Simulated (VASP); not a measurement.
# Cs (I4/mmm) in VASP: single point with PBE

Aim: the single point of Cs with PBE.

All numbers are computed with VASP 6.6.1; they aren't measurements. Logs are shortened: lines on timing, memory, paths and dates and some standing lists are left out, and cuts for length are marked.

### Step 1. The cell of the first run

The structure is tetragonal, space group I4/mmm (No. 139). The conventional cell has a = 4.674 Å, b = 4.674 Å, c = 4.653 Å, α = 90.00°, β = 90.00°, γ = 90.00°. Within 5.3 Å of Cs (site symmetry 4/mmm) lie 14 Cs at 4.04 to 4.67 Å.

### Step 2. Single point, PBE, non-collinear spin, zero start, spin-orbit coupling

File INCAR:

```
SYSTEM = Cs
ALGO = Normal
EDIFF = 1E-6
ENCUT = 520
GGA = PE
GGA_COMPAT = .FALSE.
ISIF = 2
ISMEAR = 0
LASPH = .TRUE.
LCHARG = .FALSE.
LORBIT = 11
LORBMOM = .TRUE.
LREAL = .FALSE.
LSORBIT = .TRUE.
LWAVE = .FALSE.
MAGMOM = 0 0 0
NBANDS = 20
NELM = 150
PREC = Accurate
SIGMA = 0.117
```

File KPOINTS:

```
k-points
0
G
  8 8 8
  0 0 0
```

File POSCAR:

```
Cs
1.0
   -2.3369030356      2.3369030356      2.3264373840
    2.3369030356     -2.3369030356      2.3264373840
    2.3369030356      2.3369030356     -2.3264373840
Cs
1
Direct
    0.0000000000      0.0000000000      0.0000000000
```

Potentials or basis: VASP PAW PBE potentials, release 64 (Cs_sv).

The run is started by

```console
$ cat potpaw_PBE.64/Cs_sv/POTCAR > POTCAR
$ mpirun -np 1 vasp_ncl > vasp.out
```

OUTCAR:

```text
SYSTEM = Cs
   EDIFF = 1E-6
   ENCUT = 520
   GGA = PE
   ISIF = 2
   ISMEAR = 0
   LASPH = .TRUE.
   LORBIT = 11
   LREAL = .FALSE.
   LSORBIT = .TRUE.
   NELM = 150
   PREC = Accurate

 ion  position               nearest neighbor table
   1  0.000  0.000  0.000-

  LATTYP: Found a body centered tetragonal cell.
 ALAT       =     4.6738060712
 C/A-ratio  =     0.9955215722

  Lattice vectors:

 A1 = (  -2.3369030356,   2.3369030356,   2.3264373840)
 A2 = (   2.3369030356,  -2.3369030356,   2.3264373840)
 A3 = (   2.3369030356,   2.3369030356,  -2.3264373840)

Analysis of symmetry for initial positions (statically):
=====================================================================
 Subroutine PRICEL returns:
 Original cell was already a primitive cell.

 Routine SETGRP: Setting up the symmetry group for a
 body centered tetragonal supercell.

 Subroutine GETGRP returns: Found 16 space group operations
 (whereof 16 operations were pure point group operations)
 out of a pool of 16 trial point group operations.

The static configuration has the point symmetry D_4h.

Analysis of symmetry for dynamics (positions and initial velocities):
=====================================================================
 Subroutine PRICEL returns:
 Original cell was already a primitive cell.

 Routine SETGRP: Setting up the symmetry group for a
 body centered tetragonal supercell.

 Subroutine GETGRP returns: Found 16 space group operations
 (whereof 16 operations were pure point group operations)
 out of a pool of 16 trial point group operations.

The dynamic configuration has the point symmetry D_4h.

Analysis of structural, dynamic, and magnetic symmetry:
=====================================================================
 Subroutine PRICEL returns:
 Original cell was already a primitive cell.

 Routine SETGRP: Setting up the symmetry group for a
 body centered tetragonal supercell.

 Subroutine GETGRP returns: Found 16 space group operations
 (whereof 16 operations were pure point group operations)
 out of a pool of 16 trial point group operations.

The overall configuration has the point symmetry D_4h.

 Subroutine INISYM returns: Found 16 space group operations
 (whereof 16 operations are pure point group operations),
 and found     1 'primitive' translations

----------------------------------------------------------------------------------------

                                     Primitive cell

  volume of cell :      50.8198

  direct lattice vectors                    reciprocal lattice vectors
    -2.336903036  2.336903036  2.326437384     0.000000000  0.213958385  0.214920893
     2.336903036 -2.336903036  2.326437384     0.213958385  0.000000000  0.214920893
     2.336903036  2.336903036 -2.326437384     0.213958385  0.213958385  0.000000000

  length of vectors
     4.041601477  4.041601477  4.041601477     0.303264210  0.303264210  0.302582850

  position of ions in fractional coordinates (direct lattice)
     0.000000000  0.000000000  0.000000000

  ion indices of the primitive-cell ions
   primitive index   ion index
                 1           1

----------------------------------------------------------------------------------------

 KPOINTS: k-points

Automatic generation of k-mesh.
 Grid dimensions read from file:
 generate k-points for:    8    8    8

 Generating k-lattice:

  Cartesian coordinates                     Fractional coordinates (reciprocal lattice)
     0.000000000  0.026744798  0.026865112     0.125000000  0.000000000  0.000000000
     0.026744798  0.000000000  0.026865112     0.000000000  0.125000000  0.000000000
     0.026744798  0.026744798  0.000000000     0.000000000  0.000000000  0.125000000

  Length of vectors
     0.037908026  0.037908026  0.037822856

[... 49 lines left out ...]
   LSORBIT =      T    spin-orbit coupling
   LASPH  =      T    aspherical Exc in radial PAW
   ENCUT  =  520.0 eV  38.22 Ry    6.18 a.u.   7.51  7.51  7.51*2*pi/ulx,y,z
   NELM   =    150;   NELMIN=  2; NELMDL= -5     # of ELM steps
   EDIFF  = 0.1E-05   stopping-criterion for ELM
   LREAL  =      F    real-space projection
   EDIFFG = 0.1E-04   stopping-criterion for IOM
   NSW    =      0    number of steps for IOM
   IBRION =     -1    ionic relax: 0-MD 1-quasi-New 2-CG
   NFREE  =      0    steps in history (QN), initial steepest desc. (CG)
   ISIF   =      2    stress and relaxation
   ISYM   =      2    0-nonsym 1-usesym 2-fastsym
   POTIM  = 0.5000    time-step for ionic-motion
   TEBEG  =    0.0;   TEEND  =   0.0 temperature during run
   PSTRESS=    0.0 pullay stress
   NELECT =       9.0000    total number of electrons
   NUPDOWN=      -1.0000    fix difference up-down
   EMIN   =  10.00;   EMAX   =-10.00  energy-range for DOS
   EFERMI =   0.00;   METHOD = LEGACY
   ISMEAR =     0;   SIGMA  =   0.12  broadening in eV -4-tet -1-fermi 0-gaus
   EFERMI_NEDOS =   21; number of points for ismear=-14 and -15
   IALGO  =     38    algorithm
   IMIX   =      4    mixing-type and parameters
     AMIX     =   0.40;   BMIX     =  1.00
     AMIX_MAG =   1.60;   BMIX_MAG =  1.00
  volume/ion in A,a.u.               =      50.82       342.95
  Fermi-wavevector in a.u.,A,eV,Ry     =   0.919344  1.737308 11.499556  0.845194
  Thomas-Fermi vector in A             =   2.044527
   LORBIT       =     11    0 simple, 1 ext, 2 COOP (PROOUT), +10 PAW based schemes
   GGA     = PE    functional components
   LHFCALC =     F    Hartree Fock is set to
   AEXX    =    0.0000 exact exchange contribution
   IVDW    =     0    specifies the selected vdW correction
   LEPSILON=     F    determine dielectric tensor
   LRPA    =     F    only Hartree local field effects (RPA)
 Gauss-broadening in eV      SIGMA  =   0.12
  energy-cutoff  :      520.00
  volume of cell :       50.82
 maximum number of plane-waves:      2818
   NGX = 15   NGY = 15   NGZ = 15

 number of electron       9.0000000 magnetization       0.0000000      0.0000000      0.0000000

 number of electron       9.0000001 magnetization      -0.0000000     -0.0000000     -0.0000000

 number of electron       9.0000001 magnetization       0.0000000     -0.0000000      0.0000000

 number of electron       9.0000001 magnetization      -0.0000000      0.0000000     -0.0000000

 Free energy of the ion-electron system (eV)
  ---------------------------------------------------
  ext. energy  EPLUGINS =         0.00000000
  ---------------------------------------------------
  free energy    TOTEN  =        -0.38414805 eV

  energy without entropy =       -0.37678067  energy(sigma->0) =       -0.38046436

 E-fermi :   3.4121     XC(G=0):  -7.9929

 val. band max:        3.3802236517   @ k =   0.1250   0.1250   0.1250
 cond. band min:       3.5624215253   @ k =  -0.2500   0.5000   0.2500
 fundamental gap:      0.1821978736
 Fermi energy:         3.4121096971

 k-point     1 :       0.0000    0.0000    0.0000
  band No.  band energies     occupation
      1     -20.4010      1.00000
      2     -20.4010      1.00000
      3      -7.6385      1.00000
      4      -7.6385      1.00000
      5      -5.9569      1.00000
      6      -5.9569      1.00000
[... 541 lines left out ...]
     19      10.9788      0.00000
     20      10.9904      0.00000

 [... further k-points ...]

------------------------ aborting loop because EDIFF is reached ----------------------------------------

  FORCE on cell =-STRESS in cart. coord.  units (eV):
  Direction    XX          YY          ZZ          XY          YZ          ZX
  --------------------------------------------------------------------------------------
  -------------------------------------------------------------------------------------
  Total        1.5868347      1.5868347      1.5939683      0.0000000     -0.0000000      0.0000000
  in kB       50.0275841     50.0275841     50.2524814      0.0000000     -0.0000000      0.0000000
  external PRESSURE =      50.1025498 kB  Pullay stress =       0.0000000 kB

 VOLUME and BASIS-vectors are now :
 -----------------------------------------------------------------------------
  energy-cutoff  :      520.00
  volume of cell :       50.82
      direct lattice vectors                 reciprocal lattice vectors
    -2.336903036  2.336903036  2.326437384     0.000000000  0.213958385  0.214920893
     2.336903036 -2.336903036  2.326437384     0.213958385  0.000000000  0.214920893
     2.336903036  2.336903036 -2.326437384     0.213958385  0.213958385  0.000000000

 POSITION                                       TOTAL-FORCE (eV/Angst)
 -----------------------------------------------------------------------------------
      0.00000      0.00000      0.00000         0.000000     -0.000000      0.000000
 -----------------------------------------------------------------------------------
    total drift:                                0.000000      0.000000      0.000000

  FREE ENERGIE OF THE ION-ELECTRON SYSTEM (eV)
  ---------------------------------------------------
  free  energy   TOTEN  =        -0.3841480545 eV

  energy  without entropy=       -0.3767806662  energy(sigma->0) =       -0.38046436

 orbital moment (x)

 # of ion     p       d       tot
 ----------------------------------------
  1         0.000  -0.000  -0.000
 ----------------------------------------
            0.000  -0.000  -0.000

 orbital moment (y)

 # of ion     p       d       tot
 ----------------------------------------
  1         0.000  -0.000  -0.000
 ----------------------------------------
            0.000  -0.000  -0.000

 orbital moment (z)

 # of ion     p       d       tot
 ----------------------------------------
  1         0.000   0.000   0.000
 ----------------------------------------
            0.000   0.000   0.000

 Spin-Orbit-Coupling matrix elements

 Ion:    1  E_soc:     -0.3348460
 l=   1
     0.0000000    -0.0557651    -0.0557657
    -0.0557651     0.0000000    -0.0557651
    -0.0557657    -0.0557651     0.0000000
 l=   2
     0.0000000    -0.0000006     0.0000000    -0.0000006    -0.0000416
    -0.0000006     0.0000000    -0.0000313    -0.0000008    -0.0000105
     0.0000000    -0.0000313     0.0000000    -0.0000313     0.0000000
    -0.0000006    -0.0000008    -0.0000313     0.0000000    -0.0000105
    -0.0000416    -0.0000105     0.0000000    -0.0000105     0.0000000
 l=   3
     0.0000000     0.0000000     0.0000000     0.0000000     0.0000000     0.0000000     0.0000000
     0.0000000     0.0000000     0.0000000     0.0000000     0.0000000     0.0000000     0.0000000
     0.0000000     0.0000000     0.0000000     0.0000000     0.0000000     0.0000000     0.0000000
     0.0000000     0.0000000     0.0000000     0.0000000     0.0000000     0.0000000     0.0000000
     0.0000000     0.0000000     0.0000000     0.0000000     0.0000000     0.0000000     0.0000000
     0.0000000     0.0000000     0.0000000     0.0000000     0.0000000     0.0000000     0.0000000
     0.0000000     0.0000000     0.0000000     0.0000000     0.0000000     0.0000000     0.0000000

 total charge

# of ion       s       p       d       tot
------------------------------------------
    1        1.871   4.612   0.088   6.571

 magnetization (x)

# of ion       s       p       d       tot
------------------------------------------
    1        0.000   0.000   0.000   0.000

 magnetization (y)

# of ion       s       p       d       tot
------------------------------------------
    1        0.000   0.000  -0.000   0.000

 magnetization (z)

# of ion       s       p       d       tot
------------------------------------------
    1        0.000  -0.000  -0.000   0.000
```

It took 2.1 min on 1 thread of Intel Xeon Platinum 8259CL at 2.50GHz (Skylake/Cascade Lake), shared host; peak memory 0.32 GiB.

What came out:

```yaml
Free_energy: -0.3841 eV
Pressure: 5.0 GPa
Net_moment: 0.00 μB per cell
Valence_electrons_inside_the_program's_atomic_spheres: Cs 6.57
```

Moments on the atoms (μB; x, y, z):
```
Cs  0.00 0.00 0.00
```

Caveat: the cell stands under pressure.
